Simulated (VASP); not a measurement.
# MgNiH (P4/mmm) in VASP: a series of runs, part 2 of 2

VASP 6.6.1. The steps go on from the part before.

**4. Single point, LDA, collinear spin, ferromagnetic start**

Contents of INCAR:

```
PREC = Accurate ; ENCUT = 520
EDIFF = 1E-7 ; ISMEAR = -1
SIGMA = 0.1 ; LREAL = F
LASPH = T ; NELM = 150
ALGO = Normal ; ISIF = 2
LWAVE = F ; LCHARG = T
ISPIN = 2 ; MAGMOM = 0.05 0.76 0.05
LORBIT = 11 ; NUPDOWN = 1.4
LMAXMIX = 4 ; GGA = CA
LELF = T ; LVHAR = T
NBANDS = 18
```

Contents of KPOINTS:

```
regular mesh
0
Gamma
  11 11 10
```

Contents of POSCAR:

```
MgNiH
1.0
    3.0881170000      0.0000000000      0.0000000000
    0.0000000000      3.0881170000      0.0000000000
    0.0000000000      0.0000000000      3.2570240000
Mg Ni H
1 1 1
Direct
    0.0000000000      0.0000000000      0.0000000000
    0.5000000000      0.5000000000      0.5000000000
    0.5000000000      0.5000000000      0.0000000000
```

Potentials or basis: VASP PAW LDA potentials, release 64 (Mg, Ni, H).

The run is started by

```bash
$ cat potpaw_LDA.64/Mg/POTCAR potpaw_LDA.64/Ni/POTCAR potpaw_LDA.64/H/POTCAR > POTCAR
$ mpirun -np 1 vasp_std > vasp.out
```

OUTCAR:

```text
PREC = Accurate
   ENCUT = 520
   EDIFF = 1E-7
   ISMEAR = -1
   LREAL = F
   LASPH = T
   NELM = 150
   ISIF = 2
   ISPIN = 2
   LORBIT = 11
   NUPDOWN = 1.4
   GGA = CA

 ion  position               nearest neighbor table
   1  0.000  0.000  0.000-   3 2.18   3 2.18   3 2.18   3 2.18   2 2.72   2 2.72   2 2.72   2 2.72
                             2 2.72   2 2.72   2 2.72   2 2.72
   2  0.500  0.500  0.500-   3 1.63   3 1.63   1 2.72   1 2.72   1 2.72   1 2.72   1 2.72   1 2.72
                             1 2.72   1 2.72
   3  0.500  0.500  0.000-   2 1.63   2 1.63   1 2.18   1 2.18   1 2.18   1 2.18

  LATTYP: Found a simple tetragonal cell.
 ALAT       =     3.0881170000
 C/A-ratio  =     1.0546957903

  Lattice vectors:

 A1 = (   3.0881170000,   0.0000000000,   0.0000000000)
 A2 = (   0.0000000000,   3.0881170000,   0.0000000000)
 A3 = (   0.0000000000,   0.0000000000,   3.2570240000)

Analysis of symmetry for initial positions (statically):
=====================================================================
 Subroutine PRICEL returns:
 Original cell was already a primitive cell.

 Routine SETGRP: Setting up the symmetry group for a
 simple tetragonal supercell.

 Subroutine GETGRP returns: Found 16 space group operations
 (whereof 16 operations were pure point group operations)
 out of a pool of 16 trial point group operations.

The static configuration has the point symmetry D_4h.

Analysis of symmetry for dynamics (positions and initial velocities):
=====================================================================
 Subroutine PRICEL returns:
 Original cell was already a primitive cell.

 Routine SETGRP: Setting up the symmetry group for a
 simple tetragonal supercell.

 Subroutine GETGRP returns: Found 16 space group operations
 (whereof 16 operations were pure point group operations)
 out of a pool of 16 trial point group operations.

The dynamic configuration has the point symmetry D_4h.

Analysis of structural, dynamic, and magnetic symmetry:
[... 157 lines left out ...]
  free energy    TOTEN  =       -11.73412142 eV

  energy without entropy =      -11.67754242  energy(sigma->0) =      -11.70583192

 E-fermi :   4.2993     XC(G=0): -11.1650

 val. band max:        7.1391165216   @ k =   0.4545   0.1818   0.3000
 cond. band min:       4.3019737247   @ k =   0.4545   0.1818   0.2000
 fundamental gap:     -2.8371427969
 Fermi energy:         7.1540179488

 spin component 1

 k-point     1 :       0.0000    0.0000    0.0000
  band No.  band energies     occupation
      1      -4.8877      1.00000
      2       0.8781      1.00000
      3       2.3540      1.00000
      4       3.2557      1.00000
      5       3.2557      1.00000
      6       3.5087      1.00000
[... 493 lines left out ...]
     17      23.9161      0.00000
     18      26.2166      0.00000

 [... further k-points ...]

 spin component 2

 k-point     1 :       0.0000    0.0000    0.0000
  band No.  band energies     occupation
      1      -4.4865      1.00000
      2       1.6524      1.00000
      3       3.1952      0.99998
      4       3.8714      0.98634
      5       3.8714      0.98634
      6       4.2332      0.65969
[... 493 lines left out ...]
     17      24.3617      0.00000
     18      26.6511      0.00000

 [... further k-points ...]

------------------------ aborting loop because EDIFF is reached ----------------------------------------

  FORCE on cell =-STRESS in cart. coord.  units (eV):
  Direction    XX          YY          ZZ          XY          YZ          ZX
  --------------------------------------------------------------------------------------
  -------------------------------------------------------------------------------------
  Total       -0.2952863     -0.2952863     -0.2600870      0.0000000     -0.0000000      0.0000000
  in kB      -15.2315948    -15.2315948    -13.4159302      0.0000000     -0.0000000      0.0000000
  external PRESSURE =     -14.6263733 kB  Pullay stress =       0.0000000 kB

 VOLUME and BASIS-vectors are now :
 -----------------------------------------------------------------------------
  energy-cutoff  :      520.00
  volume of cell :       31.06
      direct lattice vectors                 reciprocal lattice vectors
     3.088117000  0.000000000  0.000000000     0.323821928  0.000000000  0.000000000
     0.000000000  3.088117000  0.000000000     0.000000000  0.323821928  0.000000000
     0.000000000  0.000000000  3.257024000     0.000000000  0.000000000  0.307028748

 POSITION                                       TOTAL-FORCE (eV/Angst)
 -----------------------------------------------------------------------------------
      0.00000      0.00000      0.00000         0.000000      0.000000      0.000000
      1.54406      1.54406      1.62851         0.000000      0.000000      0.000000
      1.54406      1.54406      0.00000         0.000000      0.000000      0.000000
 -----------------------------------------------------------------------------------
    total drift:                                0.000000      0.000000     -0.000000

  FREE ENERGIE OF THE ION-ELECTRON SYSTEM (eV)
  ---------------------------------------------------
  free  energy   TOTEN  =       -11.7341214236 eV

  energy  without entropy=      -11.6775424213  energy(sigma->0) =      -11.70583192

 total charge

# of ion       s       p       d       tot
------------------------------------------
    1        0.188   0.170   0.041   0.399
    2        0.484   0.462   8.375   9.321
    3        0.540   0.030   0.000   0.570
--------------------------------------------------
tot          1.212   0.662   8.417  10.290

 magnetization (x)

# of ion       s       p       d       tot
------------------------------------------
    1        0.014   0.034   0.012   0.060
    2        0.083   0.130   0.735   0.948
    3        0.017   0.008   0.000   0.026
--------------------------------------------------
tot          0.114   0.173   0.747   1.033
```

OSZICAR:

```text
N       E                     dE             d eps       ncg     rms          rms(c)
DAV:   1     0.452882818811E+02    0.45288E+02   -0.53933E+03  9272   0.730E+02
DAV:   2    -0.106069938511E+02   -0.55895E+02   -0.49160E+02  9520   0.159E+02
DAV:   3    -0.133334826434E+02   -0.27265E+01   -0.26613E+01 10882   0.370E+01
DAV:   4    -0.133617734890E+02   -0.28291E-01   -0.28266E-01 10672   0.330E+00
DAV:   5    -0.133622529320E+02   -0.47944E-03   -0.47941E-03 10738   0.473E-01    0.127E+01
DAV:   6    -0.151307185933E+02   -0.17685E+01   -0.39798E+01 11010   0.766E+01    0.191E+01
DAV:   7    -0.118076802828E+02    0.33230E+01   -0.12612E+01 11384   0.430E+01    0.230E+00
DAV:   8    -0.117662696025E+02    0.41411E-01   -0.41160E-01 12268   0.555E+00    0.181E+00
DAV:   9    -0.117378804465E+02    0.28389E-01   -0.45380E-02 12414   0.231E+00    0.767E-01
DAV:  10    -0.117345962673E+02    0.32842E-02   -0.14866E-02 12174   0.115E+00    0.198E-01
DAV:  11    -0.117341585808E+02    0.43769E-03   -0.14446E-03 11820   0.399E-01    0.837E-02
DAV:  12    -0.117341268882E+02    0.31693E-04   -0.79614E-05 10954   0.690E-02    0.299E-02
DAV:  13    -0.117341225253E+02    0.43629E-05   -0.21440E-05 11812   0.265E-02    0.137E-02
DAV:  14    -0.117341220193E+02    0.50605E-06   -0.14736E-06 11750   0.915E-03    0.820E-03
DAV:  15    -0.117341214630E+02    0.55626E-06   -0.13495E-06  9942   0.893E-03    0.195E-03
DAV:  16    -0.117341214236E+02    0.39382E-07   -0.62708E-08  5784   0.232E-03
   1 F= -.11734121E+02 E0= -.11705832E+02  d E =-.565790E-01  mag=     1.4000
```

stdout:

```text
POSCAR found type information on POSCAR MgNiH
 POSCAR found :  3 types and       3 ions
 scaLAPACK will be used
 LDA part: xc-table for (Slater(with rela. corr.)+CA(PZ))
 , standard interpolation
 POSCAR, INCAR and KPOINTS ok, starting setup
 FFT: planning ... GRIDC
 FFT: planning ... GRID_SOFT
 FFT: planning ... GRID
 WAVECAR not read
 entering main loop
```

Run time: 77 s. Hardware: 1 thread of Oxide Virtual Turin-like, shared host; peak memory 0.2 GiB.

Results:

- Free energy: -11.7341 eV
- Pressure: -1.5 GPa
- Net moment: 1.40 μB per cell
- Site moments: Mg +0.06; Ni +0.95; H +0.03 μB
- Valence electrons inside the program's atomic spheres: Mg 0.40; Ni 9.32; H 0.57

Caveat: the total moment is fixed, so each spin has its own Fermi level and the state may be an excited one.

**5. Single point, LDA, collinear spin, ferromagnetic start**

Contents of INCAR:

```
ALGO     = Normal         # electronic algorithm
EDIFF    = 1E-6           # SCF threshold, eV
ENCUT    = 520            # plane-wave cutoff, eV
GGA      = CA             # functional
ISIF     = 2              # what is computed and relaxed
ISMEAR   = -1             # smearing method
ISPIN    = 2              # spin polarisation
LASPH    = True           # aspherical terms in the spheres
LCHARG   = False          # write CHGCAR
LMAXMIX  = 4              # l up to which the mixer works
LORBIT   = 11             # projections on sites
LREAL    = False          # projectors in reciprocal space
LWAVE    = False          # write WAVECAR
MAGMOM   = 0.07 0.93 0.07 # initial moments
NBANDS   = 18             # bands
NELM     = 150            # most SCF steps
NUPDOWN  = 1.8            # fixed moment
PREC     = Accurate       # precision mode
SIGMA    = 0.1            # smearing width, eV
```

Contents of KPOINTS:

```
k-points
0
Gamma
  11 11 10
```

POSCAR is that of step 4.

Potentials or basis: VASP PAW LDA potentials, release 64 (Mg, Ni, H).

The run is started by

```bash
$ cat potpaw_LDA.64/Mg/POTCAR potpaw_LDA.64/Ni/POTCAR potpaw_LDA.64/H/POTCAR > POTCAR
$ mpirun -np 1 vasp_std > vasp.out
```

OUTCAR:

```text
EDIFF = 1E-6
   ENCUT = 520
   GGA = CA
   ISIF = 2
   ISMEAR = -1
   ISPIN = 2
   LASPH = True
   LORBIT = 11
   LREAL = False
   NELM = 150
   NUPDOWN = 1.8
   PREC = Accurate

 ion  position               nearest neighbor table
   1  0.000  0.000  0.000-   3 2.18   3 2.18   3 2.18   3 2.18   2 2.72   2 2.72   2 2.72   2 2.72
                             2 2.72   2 2.72   2 2.72   2 2.72
   2  0.500  0.500  0.500-   3 1.63   3 1.63   1 2.72   1 2.72   1 2.72   1 2.72   1 2.72   1 2.72
                             1 2.72   1 2.72
   3  0.500  0.500  0.000-   2 1.63   2 1.63   1 2.18   1 2.18   1 2.18   1 2.18

  LATTYP: Found a simple tetragonal cell.
 ALAT       =     3.0881170000
 C/A-ratio  =     1.0546957903

  Lattice vectors:

 A1 = (   3.0881170000,   0.0000000000,   0.0000000000)
 A2 = (   0.0000000000,   3.0881170000,   0.0000000000)
 A3 = (   0.0000000000,   0.0000000000,   3.2570240000)

Analysis of symmetry for initial positions (statically):
=====================================================================
 Subroutine PRICEL returns:
 Original cell was already a primitive cell.

 Routine SETGRP: Setting up the symmetry group for a
 simple tetragonal supercell.

 Subroutine GETGRP returns: Found 16 space group operations
 (whereof 16 operations were pure point group operations)
 out of a pool of 16 trial point group operations.

The static configuration has the point symmetry D_4h.

Analysis of symmetry for dynamics (positions and initial velocities):
=====================================================================
 Subroutine PRICEL returns:
 Original cell was already a primitive cell.

 Routine SETGRP: Setting up the symmetry group for a
 simple tetragonal supercell.

 Subroutine GETGRP returns: Found 16 space group operations
 (whereof 16 operations were pure point group operations)
 out of a pool of 16 trial point group operations.

The dynamic configuration has the point symmetry D_4h.

Analysis of structural, dynamic, and magnetic symmetry:
=====================================================================
 Subroutine PRICEL returns:
 Original cell was already a primitive cell.

 Routine SETGRP: Setting up the symmetry group for a
 simple tetragonal supercell.

 Subroutine GETGRP returns: Found 16 space group operations
 (whereof 16 operations were pure point group operations)
 out of a pool of 16 trial point group operations.

The overall configuration has the point symmetry D_4h.

 Subroutine INISYM returns: Found 16 space group operations
 (whereof 16 operations are pure point group operations),
 and found     1 'primitive' translations

----------------------------------------------------------------------------------------

                                     Primitive cell

  volume of cell :      31.0605

  direct lattice vectors                    reciprocal lattice vectors
     3.088117000  0.000000000  0.000000000     0.323821928  0.000000000  0.000000000
     0.000000000  3.088117000  0.000000000     0.000000000  0.323821928  0.000000000
     0.000000000  0.000000000  3.257024000     0.000000000  0.000000000  0.307028748

  length of vectors
     3.088117000  3.088117000  3.257024000     0.323821928  0.323821928  0.307028748

[... 78 lines left out ...]
   LSORBIT =      F    spin-orbit coupling
   LASPH  =      T    aspherical Exc in radial PAW
   ENCUT  =  520.0 eV  38.22 Ry    6.18 a.u.   5.74  5.74  6.06*2*pi/ulx,y,z
   NELM   =    150;   NELMIN=  2; NELMDL= -5     # of ELM steps
   EDIFF  = 0.1E-05   stopping-criterion for ELM
   LREAL  =      F    real-space projection
   EDIFFG = 0.1E-04   stopping-criterion for IOM
   NSW    =      0    number of steps for IOM
   IBRION =     -1    ionic relax: 0-MD 1-quasi-New 2-CG
   NFREE  =      0    steps in history (QN), initial steepest desc. (CG)
   ISIF   =      2    stress and relaxation
   ISYM   =      2    0-nonsym 1-usesym 2-fastsym
   POTIM  = 0.5000    time-step for ionic-motion
   TEBEG  =    0.0;   TEEND  =   0.0 temperature during run
   PSTRESS=    0.0 pullay stress
   NELECT =      13.0000    total number of electrons
   NUPDOWN=       1.8000    fix difference up-down
   EMIN   =  10.00;   EMAX   =-10.00  energy-range for DOS
   EFERMI =   0.00;   METHOD = LEGACY
   ISMEAR =    -1;   SIGMA  =   0.10  broadening in eV -4-tet -1-fermi 0-gaus
   EFERMI_NEDOS =   21; number of points for ismear=-14 and -15
   IALGO  =     38    algorithm
   IMIX   =      4    mixing-type and parameters
     AMIX     =   0.40;   BMIX     =  1.00
     AMIX_MAG =   1.60;   BMIX_MAG =  1.00
  volume/ion in A,a.u.               =      10.35        69.87
  Fermi-wavevector in a.u.,A,eV,Ry     =   1.224578  2.314117 20.403179  1.499591
  Thomas-Fermi vector in A             =   2.359647
   LORBIT       =     11    0 simple, 1 ext, 2 COOP (PROOUT), +10 PAW based schemes
   GGA     = CA    functional components
   LHFCALC =     F    Hartree Fock is set to
   AEXX    =    0.0000 exact exchange contribution
   IVDW    =     0    specifies the selected vdW correction
   LEPSILON=     F    determine dielectric tensor
   LRPA    =     F    only Hartree local field effects (RPA)
 spin polarized calculation
  energy-cutoff  :      520.00
  volume of cell :       31.06
 maximum number of plane-waves:       850
 NGX is ok and might be reduce to    24
   NGX = 11   NGY = 11   NGZ = 13

 number of electron      13.0000011 magnetization       1.8001010

 Free energy of the ion-electron system (eV)
  ---------------------------------------------------
  ext. energy  EPLUGINS =         0.00000000
  ---------------------------------------------------
  free energy    TOTEN  =       -11.09113556 eV

  energy without entropy =      -11.02129316  energy(sigma->0) =      -11.05621436

 E-fermi :   4.0555     XC(G=0): -11.1687

 val. band max:        7.6223425691   @ k =   0.4545   0.2727   0.2000
 cond. band min:       4.0575223618   @ k =   0.3636   0.2727   0.3000
 fundamental gap:     -3.5648202073
 Fermi energy:         7.6561903458

 spin component 1

 k-point     1 :       0.0000    0.0000    0.0000
  band No.  band energies     occupation
      1      -4.9511      1.00000
      2       0.6491      1.00000
      3       2.0450      1.00000
      4       2.9676      1.00000
      5       2.9676      1.00000
      6       3.1364      1.00000
[... 493 lines left out ...]
     17      23.8351      0.00000
     18      26.1393      0.00000

 [... further k-points ...]

 spin component 2

 k-point     1 :       0.0000    0.0000    0.0000
  band No.  band energies     occupation
      1      -4.4162      1.00000
      2       1.6244      1.00000
      3       3.0787      0.99994
      4       3.7372      0.96020
      5       3.7372      0.96020
      6       4.0776      0.44508
[... 493 lines left out ...]
     17      24.4234      0.00000
     18      26.7167      0.00000

 [... further k-points ...]

------------------------ aborting loop because EDIFF is reached ----------------------------------------

  FORCE on cell =-STRESS in cart. coord.  units (eV):
  Direction    XX          YY          ZZ          XY          YZ          ZX
  --------------------------------------------------------------------------------------
  -------------------------------------------------------------------------------------
  Total        0.3468245      0.3468245      0.4735074      0.0000000      0.0000000      0.0000000
  in kB       17.8900642     17.8900642     24.4246834      0.0000000      0.0000000      0.0000000
  external PRESSURE =      20.0682706 kB  Pullay stress =       0.0000000 kB

 VOLUME and BASIS-vectors are now :
 -----------------------------------------------------------------------------
  energy-cutoff  :      520.00
  volume of cell :       31.06
      direct lattice vectors                 reciprocal lattice vectors
     3.088117000  0.000000000  0.000000000     0.323821928  0.000000000  0.000000000
     0.000000000  3.088117000  0.000000000     0.000000000  0.323821928  0.000000000
     0.000000000  0.000000000  3.257024000     0.000000000  0.000000000  0.307028748

 POSITION                                       TOTAL-FORCE (eV/Angst)
 -----------------------------------------------------------------------------------
      0.00000      0.00000      0.00000         0.000000      0.000000      0.000000
      1.54406      1.54406      1.62851         0.000000      0.000000      0.000000
      1.54406      1.54406      0.00000         0.000000      0.000000      0.000000
 -----------------------------------------------------------------------------------
    total drift:                                0.000000      0.000000     -0.000000

  FREE ENERGIE OF THE ION-ELECTRON SYSTEM (eV)
  ---------------------------------------------------
  free  energy   TOTEN  =       -11.0911355581 eV

  energy  without entropy=      -11.0212931639  energy(sigma->0) =      -11.05621436

 total charge

# of ion       s       p       d       tot
------------------------------------------
    1        0.189   0.169   0.044   0.403
    2        0.495   0.483   8.317   9.295
    3        0.542   0.030   0.000   0.572
--------------------------------------------------
tot          1.226   0.682   8.361  10.270

 magnetization (x)

# of ion       s       p       d       tot
------------------------------------------
    1        0.022   0.045   0.016   0.083
    2        0.106   0.171   0.910   1.187
    3        0.024   0.011   0.000   0.035
--------------------------------------------------
tot          0.152   0.226   0.926   1.305
```

It took 64 s on 1 thread of Oxide Virtual Turin-like, shared host; peak memory 0.19 GiB.

What came out:

```
Free energy                                           : -11.0911 eV
Pressure                                              : 2.0 GPa
Net moment                                            : 1.80 μB per cell
Site moments                                          : Mg +0.08; Ni +1.19; H +0.04 μB
Valence electrons inside the program's atomic spheres : Mg 0.40; Ni 9.29; H 0.57
```

Caveat: the total moment is fixed, so each spin has its own Fermi level and the state may be an excited one.

**6. Summary**

```tsv
fixed moment (μB)	pressure (GPa)	moment (μB)
0.7	-5.7	0.70
1.1	-3.4	1.10
1.4	-1.5	1.40
1.8	2.0	1.80
```

Alike in all rows: task single point; level LDA; potentials or basis VASP PAW LDA potentials, release 64 (Mg, Ni, H); spin collinear, ferromagnetic start; cell as given; k mesh 11 × 11 × 10; cutoff (eV) 520; smearing fermi-dirac 0.1 eV.

Caveats: the total moment is fixed, so each spin has its own Fermi level and the state may be an excited one; the cell stands under tension (at least some runs).

Absolute energies hang on the potentials; compare differences alone.
